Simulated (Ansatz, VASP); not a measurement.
**One calculation of Pd, two programs**

Contents of INCAR:

```
SYSTEM = Pd
PREC = Accurate ; ENCUT = 520
EDIFF = 1E-6 ; ISMEAR = -1
SIGMA = 0.05 ; LREAL = .FALSE.
LASPH = .TRUE. ; NELM = 150
ALGO = Normal ; ISIF = 2
LWAVE = .FALSE. ; LCHARG = .TRUE.
ISPIN = 2 ; MAGMOM = 0.5 -0.5
LORBIT = 11 ; LMAXMIX = 4
LELF = .TRUE. ; LVHAR = .TRUE.
NBANDS = 21
```

File KPOINTS:

```
regular mesh
0
G
  12 12 12
  0 0 0
```

POSCAR

```
Pd
1.0
    3.1331833732      0.0000000000      0.0000000000
    0.0000000000      3.1331833732      0.0000000000
    0.0000000000      0.0000000000      3.1331833732
Pd
2
Direct
    0.0000000000      0.0000000000      0.0000000000
    0.5000000000      0.5000000000      0.5000000000
```

Input for Ansatz:

```yaml
crystal:
  lattice:
    - [3.1331833732, 0.0, 0.0]
    - [0.0, 3.1331833732, 0.0]
    - [0.0, 0.0, 3.1331833732]
  atoms:
    - { symbol: Pd, position: [0.0, 0.0, 0.0], spin: 0.5 }
    - { symbol: Pd, position: [0.5, 0.5, 0.5], spin: -0.5 }
hamiltonian:
  xc: lda
  pseudopotentials:
    kind: paw
    azcp:
      Pd: "pseudopotentials/Pd.paw.azcp"
basis:
  ecutwfc: 420
  fft_grid_basis: typed
kpoints:
  mp_grid: { grid: [12, 12, 12], shift: [0, 0, 0] }
magnetization:
  spin_polarized: true
scf:
  occupations: { method: fermi_dirac, width: 0.05 }
  lower_state_search: "off"
output:
  stress: true
  write_density: true
  write_potential: true
  elf: true
  volumetric_format: npy
```

Alike in both runs: task single point; functional LDA; k mesh 12 × 12 × 12; occupations fermi-dirac, width 0.05 eV; collinear spin.

```csv
,VASP,Ansatz
version,VASP 6.6.1,Ansatz 0.2.0
potentials or method,"VASP PAW LDA potentials, release 64 (Pd), cutoff 520 eV","plane waves (420 eV) with PAW, scalar-relativistic"
valence electrons in the cell,20,36
```

|  | VASP | Ansatz | Ansatz less VASP |
| --- | --- | --- | --- |
| pressure (GPa) | -13.5 | -13.7 | -0.21 |
| net moment per atom (μB) | 0.00 | 0.00 | 0.000 |

Ansatz warns that its potentials were made for another functional, while VASP's fit it. LDA's correlation is that of Perdew and Zunger in VASP and of Perdew and Wang (1992) in Ansatz. VASP's potentials hold 20 valence electrons a cell and Ansatz's 36, so a difference there can come from the potentials and not from the codes. Ansatz's warnings: seeded moment not kept, stability check not made.
